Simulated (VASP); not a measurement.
# MnO2 (P6_3/mmc) in VASP: notebook

MnO2 is run at these levels: PBE+U; tasks: single point.

Program: VASP 6.6.1. These are calculated values, not measurements. Logs are shortened: lines on timing, memory, paths and dates and some standing lists are left out, and cuts for length are marked.

## Step 1: The cell of the first run

Symmetry: P6_3/mmc, No. 194, hexagonal system. The conventional cell has a = 2.855 Å, b = 2.855 Å, c = 10.222 Å, α = 90.00°, β = 90.00°, γ = 120.00°. Mn (site symmetry -3m) has 6 O at 1.90 Å within 2.5 Å. Within 2.5 Å of O (site symmetry 3m) lie 3 Mn at 1.90 Å.

## Step 2: Single point, PBE+U, collinear spin, ferromagnetic start

The input, INCAR:

```
SYSTEM = MnO2
PREC     = Accurate       ! precision mode
ENCUT    = 520            ! plane-wave cutoff, eV
EDIFF    = 1E-7           ! SCF threshold, eV
ISMEAR   = 0              ! smearing method
SIGMA    = 0.05           ! smearing width, eV
LREAL    = .FALSE.        ! projectors in reciprocal space
LASPH    = .TRUE.         ! aspherical terms in the spheres
NELM     = 150            ! most SCF steps
ALGO     = Normal         ! electronic algorithm
ISIF     = 2              ! what is computed and relaxed
LWAVE    = .FALSE.        ! write WAVECAR
LCHARG   = .FALSE.        ! write CHGCAR
ISPIN    = 2              ! spin polarisation
MAGMOM   = 4 4 0 0 0 0    ! initial moments
LORBIT   = 11             ! projections on sites
LMAXMIX  = 4              ! l up to which the mixer works
LDAU     = .TRUE.         ! DFT+U
LDAUTYPE = 2            
LDAUL    = 2 -1           ! shell
LDAUU    = 3.9 0          ! U, eV
LDAUJ    = 0 0          
LDAUPRINT= 1            
GGA      = PE             ! functional
NBANDS   = 38             ! bands
```

The input, KPOINTS:

```
regular mesh
0
G
  12 12 4
  0 0 0
```

The input, POSCAR:

```
MnO2
1.0
    2.8549554371      0.0000000000      0.0000000000
   -1.4274777185      2.4724639352      0.0000000000
    0.0000000000      0.0000000000     10.2217427273
Mn O
2 4
Direct
    0.0000000000      0.0000000000      0.0000000000
    0.0000000000      0.0000000000      0.5000000000
    0.3333333300      0.6666666700      0.9068564500
    0.3333333300      0.6666666700      0.5931435500
    0.6666666700      0.3333333300      0.0931435500
    0.6666666700      0.3333333300      0.4068564500
```

Potentials or basis: VASP PAW PBE potentials, release 64 (Mn_pv, O).

The run is started by

```sh
$ cat potpaw_PBE.64/Mn_pv/POTCAR potpaw_PBE.64/O/POTCAR > POTCAR
$ mpirun -np 1 vasp_std > vasp.out
```

OUTCAR:

```text
SYSTEM = MnO2
   PREC = Accurate
   ENCUT = 520
   EDIFF = 1E-7
   ISMEAR = 0
   LREAL = .FALSE.
   LASPH = .TRUE.
   NELM = 150
   ISIF = 2
   ISPIN = 2
   LORBIT = 11
   GGA = PE

 ion  position               nearest neighbor table
   1  0.000  0.000  0.000-   3 1.90   5 1.90   3 1.90   5 1.90   5 1.90   3 1.90
   2  0.000  0.000  0.500-   4 1.90   6 1.90   4 1.90   6 1.90   6 1.90   4 1.90
   3  0.333  0.667  0.907-   1 1.90   1 1.90   1 1.90
   4  0.333  0.667  0.593-   2 1.90   2 1.90   2 1.90
   5  0.667  0.333  0.093-   1 1.90   1 1.90   1 1.90
   6  0.667  0.333  0.407-   2 1.90   2 1.90   2 1.90

  LATTYP: Found a hexagonal cell.
 ALAT       =     2.8549554371
 C/A-ratio  =     3.5803510606

  Lattice vectors:

 A1 = (   2.8549554371,   0.0000000000,   0.0000000000)
 A2 = (  -1.4274777185,   2.4724639352,   0.0000000000)
 A3 = (   0.0000000000,   0.0000000000,  10.2217427273)

Analysis of symmetry for initial positions (statically):
=====================================================================
 Subroutine PRICEL returns:
 Original cell was already a primitive cell.

 Routine SETGRP: Setting up the symmetry group for a
 hexagonal supercell.

 Subroutine GETGRP returns: Found 24 space group operations
 (whereof 12 operations were pure point group operations)
 out of a pool of 24 trial point group operations.

The static configuration has the point symmetry D_3d.
 The point group associated with its full space group is D_6h.

Analysis of symmetry for dynamics (positions and initial velocities):
=====================================================================
 Subroutine PRICEL returns:
 Original cell was already a primitive cell.

 Routine SETGRP: Setting up the symmetry group for a
 hexagonal supercell.

 Subroutine GETGRP returns: Found 24 space group operations
 (whereof 12 operations were pure point group operations)
 out of a pool of 24 trial point group operations.

The dynamic configuration has the point symmetry D_3d.
 The point group associated with its full space group is D_6h.

Analysis of structural, dynamic, and magnetic symmetry:
=====================================================================
 Subroutine PRICEL returns:
 Original cell was already a primitive cell.

 Routine SETGRP: Setting up the symmetry group for a
 hexagonal supercell.

 Subroutine GETGRP returns: Found 24 space group operations
 (whereof 12 operations were pure point group operations)
 out of a pool of 24 trial point group operations.

The overall configuration has the point symmetry D_3d.
 The point group associated with its full space group is D_6h.

 Subroutine INISYM returns: Found 24 space group operations
 (whereof 12 operations are pure point group operations),
 and found     1 'primitive' translations

----------------------------------------------------------------------------------------

                                     Primitive cell

  volume of cell :      72.1530

  direct lattice vectors                    reciprocal lattice vectors
     2.854955437  0.000000000  0.000000000     0.350268164  0.202227419  0.000000000
    -1.427477719  2.472463935  0.000000000     0.000000000  0.404454838  0.000000000
[... 160 lines left out ...]
  o =  0.0854  v =  0.0000  0.0000  0.0000  0.0000  0.0000  0.5270 -0.4724 -0.0000 -0.4830  0.5156      0.0000  0.0000  0.0000  0.0000  0.0000  0.0000  0.0000  0.0000  0.0000  0.0000
  o =  0.3325  v =  0.0000  0.0000  0.0000  0.0000  0.0000  0.4724 -0.5271 -0.0000  0.5155 -0.4830      0.0000  0.0000  0.0000  0.0000  0.0000  0.0000  0.0000  0.0000  0.0000  0.0000
  o =  0.3325  v =  0.0000  0.0000  0.0000  0.0000  0.0000 -0.4830 -0.5155  0.0000 -0.5271 -0.4724      0.0000  0.0000  0.0000  0.0000  0.0000  0.0000  0.0000  0.0000  0.0000  0.0000
  o =  0.5474  v =  0.4493 -0.5477  0.0000  0.5359 -0.4592  0.0000  0.0000  0.0000  0.0000  0.0000      0.0000  0.0000  0.0000  0.0000  0.0000  0.0000  0.0000  0.0000  0.0000  0.0000
  o =  0.5474  v = -0.4592 -0.5359 -0.0000 -0.5477 -0.4493  0.0000  0.0000  0.0000  0.0000  0.0000      0.0000  0.0000  0.0000  0.0000  0.0000  0.0000  0.0000  0.0000  0.0000  0.0000
  o =  0.9640  v = -0.0000  0.0000 -1.0000  0.0000 -0.0000  0.0000  0.0000  0.0000  0.0000  0.0000      0.0000  0.0000  0.0000  0.0000  0.0000  0.0000  0.0000  0.0000  0.0000  0.0000
  o =  0.9651  v = -0.5358 -0.4593  0.0000  0.4493  0.5478  0.0000  0.0000  0.0000  0.0000  0.0000      0.0000  0.0000  0.0000  0.0000  0.0000  0.0000  0.0000  0.0000  0.0000  0.0000
  o =  0.9651  v = -0.5478  0.4493  0.0000  0.4593 -0.5358  0.0000  0.0000  0.0000  0.0000  0.0000      0.0000  0.0000  0.0000  0.0000  0.0000  0.0000  0.0000  0.0000  0.0000  0.0000

atom =   2  type =  1  l = 2

 onsite density matrix

spin component  1

  0.7927 -0.0000 -0.0000  0.2057 -0.0000
 -0.0000  0.7198 -0.0000  0.0000  0.2057
 -0.0000 -0.0000  0.9640 -0.0000 -0.0000
  0.2057  0.0000 -0.0000  0.7198  0.0000
 -0.0000  0.2057 -0.0000  0.0000  0.7927

spin component  2

  0.1982  0.0000 -0.0000 -0.1231  0.0000
  0.0000  0.2197  0.0000  0.0000 -0.1231
 -0.0000  0.0000  0.0827  0.0000 -0.0000
 -0.1231  0.0000  0.0000  0.2197 -0.0000
  0.0000 -0.1231 -0.0000 -0.0000  0.1982

 occupancies and eigenvectors

  o =  0.0827  v =  0.0000  0.0000  0.0000  0.0000  0.0000 -0.0000 -0.0000 -1.0000 -0.0000 -0.0000      0.0000  0.0000  0.0000  0.0000  0.0000  0.0000  0.0000  0.0000  0.0000  0.0000
  o =  0.0854  v =  0.0000  0.0000  0.0000  0.0000  0.0000  0.5158 -0.4827 -0.0000  0.4727 -0.5268      0.0000  0.0000  0.0000  0.0000  0.0000  0.0000  0.0000  0.0000  0.0000  0.0000
  o =  0.0854  v =  0.0000  0.0000  0.0000  0.0000  0.0000  0.5268  0.4727 -0.0000  0.4827  0.5158      0.0000  0.0000  0.0000  0.0000  0.0000  0.0000  0.0000  0.0000  0.0000  0.0000
  o =  0.3325  v =  0.0000  0.0000  0.0000  0.0000  0.0000  0.4725  0.5270 -0.0000 -0.5156 -0.4829      0.0000  0.0000  0.0000  0.0000  0.0000  0.0000  0.0000  0.0000  0.0000  0.0000
  o =  0.3325  v =  0.0000  0.0000  0.0000  0.0000  0.0000 -0.4829  0.5156  0.0000  0.5270 -0.4725      0.0000  0.0000  0.0000  0.0000  0.0000  0.0000  0.0000  0.0000  0.0000  0.0000
  o =  0.5474  v =  0.4493  0.5478  0.0000 -0.5358 -0.4593  0.0000  0.0000  0.0000  0.0000  0.0000      0.0000  0.0000  0.0000  0.0000  0.0000  0.0000  0.0000  0.0000  0.0000  0.0000
  o =  0.5474  v = -0.4593  0.5358 -0.0000  0.5478 -0.4493  0.0000  0.0000  0.0000  0.0000  0.0000      0.0000  0.0000  0.0000  0.0000  0.0000  0.0000  0.0000  0.0000  0.0000  0.0000
  o =  0.9640  v = -0.0000 -0.0000 -1.0000 -0.0000 -0.0000  0.0000  0.0000  0.0000  0.0000  0.0000      0.0000  0.0000  0.0000  0.0000  0.0000  0.0000  0.0000  0.0000  0.0000  0.0000
  o =  0.9651  v = -0.5358  0.4593  0.0000 -0.4493  0.5478  0.0000  0.0000  0.0000  0.0000  0.0000      0.0000  0.0000  0.0000  0.0000  0.0000  0.0000  0.0000  0.0000  0.0000  0.0000
  o =  0.9651  v = -0.5478 -0.4493  0.0000 -0.4593 -0.5358  0.0000  0.0000  0.0000  0.0000  0.0000      0.0000  0.0000  0.0000  0.0000  0.0000  0.0000  0.0000  0.0000  0.0000  0.0000

 number of electron      49.9999997 magnetization       5.9998739

 Free energy of the ion-electron system (eV)
  ---------------------------------------------------
  ext. energy  EPLUGINS =         0.00000000
  ---------------------------------------------------
  free energy    TOTEN  =       -42.37896999 eV

  energy without entropy =      -42.37896999  energy(sigma->0) =      -42.37896999

 E-fermi :   1.8189     XC(G=0): -10.0146

 val. band max:        1.4975745426   @ k =   0.1667   0.1667   0.0000
 cond. band min:       3.5735037020   @ k =   0.2500  -0.0000   0.0000
 fundamental gap:      2.0759291594
 Fermi energy:         1.8189448241

 spin component 1

 k-point     1 :       0.0000    0.0000    0.0000
  band No.  band energies     occupation
      1     -48.5064      1.00000
      2     -48.5063      1.00000
      3     -48.5018      1.00000
      4     -48.5018      1.00000
      5     -48.5018      1.00000
      6     -48.5018      1.00000
[... 1913 lines left out ...]
     36      15.6475      0.00000
     37      16.9277      0.00000

 [... further k-points ...]

 [bands above 37 left out]

------------------------ aborting loop because EDIFF is reached ----------------------------------------

  FORCE on cell =-STRESS in cart. coord.  units (eV):
  Direction    XX          YY          ZZ          XY          YZ          ZX
  --------------------------------------------------------------------------------------
  -------------------------------------------------------------------------------------
  Total        4.9129138      4.9129138      2.5972335      0.0000000     -0.0000000      0.0000000
  in kB      109.0926482    109.0926482     57.6723076      0.0000000     -0.0000000      0.0000000
  external PRESSURE =      91.9525346 kB  Pullay stress =       0.0000000 kB

 VOLUME and BASIS-vectors are now :
 -----------------------------------------------------------------------------
  energy-cutoff  :      520.00
  volume of cell :       72.15
      direct lattice vectors                 reciprocal lattice vectors
     2.854955437  0.000000000  0.000000000     0.350268164  0.202227419  0.000000000
    -1.427477719  2.472463935  0.000000000     0.000000000  0.404454838  0.000000000
     0.000000000  0.000000000 10.221742727     0.000000000  0.000000000  0.097830676

 POSITION                                       TOTAL-FORCE (eV/Angst)
 -----------------------------------------------------------------------------------
      0.00000      0.00000      0.00000         0.000000     -0.000000      0.000000
      0.00000      0.00000      5.11087         0.000000     -0.000000      0.000000
     -0.00000      1.64831      9.26965        -0.000000      0.000000     -0.570195
     -0.00000      1.64831      6.06296         0.000000      0.000000      0.570195
      1.42748      0.82415      0.95209         0.000000     -0.000000      0.570195
      1.42748      0.82415      4.15878         0.000000     -0.000000     -0.570195
 -----------------------------------------------------------------------------------
    total drift:                               -0.000000     -0.000000      0.000000

  FREE ENERGIE OF THE ION-ELECTRON SYSTEM (eV)
  ---------------------------------------------------
  free  energy   TOTEN  =       -42.3789699946 eV

  energy  without entropy=      -42.3789699946  energy(sigma->0) =      -42.37896999

 total charge

# of ion       s       p       d       tot
------------------------------------------
    1        0.363   6.481   4.874  11.718
    2        0.363   6.481   4.874  11.718
    3        1.583   3.430   0.000   5.013
    4        1.583   3.430   0.000   5.013
    5        1.583   3.430   0.000   5.013
    6        1.583   3.430   0.000   5.013
--------------------------------------------------
tot          7.057  26.683   9.749  43.489

 magnetization (x)

# of ion       s       p       d       tot
------------------------------------------
    1        0.031   0.042   3.068   3.141
    2        0.031   0.042   3.068   3.141
    3        0.002  -0.085   0.000  -0.083
    4        0.002  -0.085   0.000  -0.083
    5        0.002  -0.085   0.000  -0.083
    6        0.002  -0.085   0.000  -0.083
--------------------------------------------------
tot          0.069  -0.253   6.135   5.951
```

Run time: 2.4 min. Hardware: 1 thread of Intel Xeon 6975P-C (Granite Rapids), shared host; peak memory 0.37 GiB.

Results:

```yaml
Free_energy: -42.3790 eV
Pressure: 9.2 GPa
Largest_force: 0.570 eV/Å
Band_gap_on_the_k_mesh: 2.08 eV, indirect (least direct gap 2.13 eV)
Net_moment: 6.00 μB per cell
Site_moments: Mn +3.14; O -0.08 μB
Valence_electrons_inside_the_program's_atomic_spheres: Mn 11.72; O 5.01
```

Forces in eV/Å, atoms in the order of the input:
```
Mn   0.000  0.000  0.000
Mn   0.000  0.000  0.000
O    0.000  0.000 -0.570
O    0.000  0.000  0.570
O    0.000  0.000  0.570
O    0.000  0.000 -0.570
```

Stress tensor (GPa, compression positive):
```
10.91  0.00  0.00
 0.00 10.91  0.00
 0.00  0.00  5.77
```

Levels at points of the mesh, in eV from the valence-band top:
Spin up:
```csv
k point,band 24,band 25,band 26,band 27,band 28,band 29,band 30,band 31,band 32,band 33
"(0.00, 0.00, 0.00)",-0.54,-0.54,-0.52,-0.52,-0.37,3.39,3.39,3.42,3.42,7.57
"(0.50, 0.00, 0.00)",-2.02,-1.50,-1.38,-1.33,-1.02,2.52,2.72,3.22,3.26,11.66
"(0.00, 0.00, 0.50)",-0.53,-0.53,-0.53,-0.41,-0.41,3.41,3.41,3.41,3.41,8.16
"(0.50, 0.00, 0.50)",-2.03,-1.47,-1.47,-1.15,-1.15,2.62,2.62,3.24,3.24,12.14
```
Spin down:
```tsv
k point	band 18	band 19	band 20	band 21	band 22	band 23	band 24	band 25	band 26	band 27
(0.00, 0.00, 0.00)	-0.70	-0.70	-0.67	-0.67	-0.63	2.93	2.93	2.93	2.93	4.34
(0.50, 0.00, 0.00)	-2.10	-2.07	-1.99	-1.43	-1.06	2.97	3.04	3.63	3.63	3.94
(0.00, 0.00, 0.50)	-0.99	-0.69	-0.69	-0.69	-0.69	2.93	2.93	2.93	2.93	4.39
(0.50, 0.00, 0.50)	-2.16	-2.09	-2.09	-1.23	-1.23	3.01	3.01	3.63	3.63	3.95
```

Eigenvalues of the final occupation matrices:
```csv
site,spin,trace,eigenvalues
site 1 d,1,3.99,0.55 0.55 0.96 0.97 0.97
site 1 d,2,0.92,0.08 0.09 0.09 0.33 0.33
site 2 d,1,3.99,0.55 0.55 0.96 0.97 0.97
site 2 d,2,0.92,0.08 0.09 0.09 0.33 0.33
```

Caveat: only a ferromagnetic start was run, and an antiferromagnetic order may lie lower in energy. The state reached can hang on the start; a lower one may exist.

## Step 3: Single point, PBE+U, collinear spin, ferrimagnetic start

The input, INCAR:

```
SYSTEM = MnO2
  PREC = Accurate
  ENCUT = 520
  EDIFF = 1E-7
  ISMEAR = 0
  SIGMA = 0.05
  LREAL = .False.
  LASPH = .True.
  NELM = 150
  ALGO = Normal
  ISIF = 2
  LWAVE = .False.
  LCHARG = .False.
  ISPIN = 2
  MAGMOM = 2.75 2.75 -0.09 -0.09 -0.09 -0.09
  LORBIT = 11
  LMAXMIX = 4
  LDAU = .True.
  LDAUTYPE = 2
  LDAUL = 2 -1
  LDAUU = 3.9 0
  LDAUJ = 0 0
  LDAUPRINT = 1
  GGA = PE
  NBANDS = 38
```

The input, KPOINTS:

```
Automatic mesh
0
Gamma
  12 12 4
  0 0 0
```

POSCAR is that of step 2.

Potentials or basis: VASP PAW PBE potentials, release 64 (Mn_pv, O).

The run is started by

```sh
$ cat potpaw_PBE.64/Mn_pv/POTCAR potpaw_PBE.64/O/POTCAR > POTCAR
$ mpirun -np 1 vasp_std > vasp.out
```

It took 12 min on 1 thread of Intel Xeon 8259CL, shared host; peak memory 0.37 GiB.

It converged, with:

```yaml
Free_energy: -42.3790 eV
Pressure: 9.2 GPa
Largest_force: 0.570 eV/Å
Band_gap_on_the_k_mesh: 2.08 eV, indirect (least direct gap 2.13 eV)
Net_moment: 6.00 μB per cell
Site_moments: Mn +3.14; O -0.08 μB
Valence_electrons_inside_the_program's_atomic_spheres: Mn 11.72; O 5.01
```

Forces on the atoms (eV/Å):
```
Mn   0.000  0.000  0.000
Mn   0.000  0.000  0.000
O    0.000  0.000 -0.570
O    0.000  0.000  0.570
O    0.000  0.000  0.570
O    0.000  0.000 -0.570
```

Stress tensor (GPa, compression positive):
```
10.87  0.00  0.00
 0.00 10.87  0.00
 0.00  0.00  5.72
```

Levels at points of the mesh, in eV from the valence-band top:
Spin up:
```
           k point  band 26  band 27  band 28  band 29  band 30  band 31
(0.00, 0.00, 0.00)    -0.52    -0.52    -0.37     3.39     3.39     3.42
(0.50, 0.00, 0.00)    -1.38    -1.33    -1.02     2.52     2.72     3.22
(0.00, 0.00, 0.50)    -0.53    -0.41    -0.41     3.41     3.41     3.41
(0.50, 0.00, 0.50)    -1.47    -1.15    -1.15     2.62     2.62     3.24
```
Spin down:
```csv
k point,band 18,band 19,band 20,band 21,band 22,band 23,band 24,band 25,band 26,band 27
"(0.00, 0.00, 0.00)",-0.70,-0.70,-0.67,-0.67,-0.63,2.93,2.93,2.93,2.93,4.34
"(0.50, 0.00, 0.00)",-2.10,-2.07,-1.99,-1.43,-1.06,2.97,3.04,3.63,3.64,3.94
"(0.00, 0.00, 0.50)",-0.99,-0.69,-0.69,-0.69,-0.69,2.93,2.93,2.93,2.93,4.39
"(0.50, 0.00, 0.50)",-2.16,-2.09,-2.09,-1.23,-1.23,3.01,3.01,3.63,3.63,3.95
```

Eigenvalues of the final occupation matrices:
| site | spin | trace | eigenvalues |
| --- | --- | --- | --- |
| site 1 d | 1 | 3.99 | 0.55 0.55 0.96 0.97 0.97 |
| site 1 d | 2 | 0.92 | 0.08 0.09 0.09 0.33 0.33 |
| site 2 d | 1 | 3.99 | 0.55 0.55 0.96 0.97 0.97 |
| site 2 d | 2 | 0.92 | 0.08 0.09 0.09 0.33 0.33 |
